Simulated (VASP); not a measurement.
Input of a VASP 6.6.1 run:

INCAR

```
SYSTEM = Cu
PREC = Accurate ; ENCUT = 520
EDIFF = 1E-6 ; ISMEAR = 0
SIGMA = 0.1 ; LREAL = .False.
LASPH = .True. ; NELM = 80
ALGO = Fast ; ISIF = 2
LWAVE = .False. ; LCHARG = .False.
GGA = PE ; NBANDS = 18
```

Contents of KPOINTS:

```
regular mesh
0
Gamma
  20 20 14
  0 0 0
```

POSCAR

```
Cu
1.0
    1.9237954894      1.9237954894      0.0000000000
   -1.9237954894      1.9237954894      0.0000000000
    0.0000000000      0.0000000000      3.2917358793
Cu
2
Direct
    0.0000000000      0.0000000000      0.0000000000
    0.5000000000      0.5000000000      0.5000000000
```

Potentials or basis: VASP PAW PBE potentials, release 64 (Cu).

Command:

```bash
$ cat potpaw_PBE.64/Cu/POTCAR > POTCAR
$ mpirun -np 1 vasp_std > vasp.out
```

Estimate the pressure.

-1.2 GPa.

Predict the band gap on the k mesh.

zero (bands 11 and 12 overlap by 8.17 eV).

Stress tensor (GPa, compression positive):
```
-2.22  0.00  0.00
 0.00 -2.22  0.00
 0.00  0.00  0.92
```

Caveat: the cell differs from its parent crystal (biaxial strain in the a-b plane: +6.0 %, then relaxed in part).
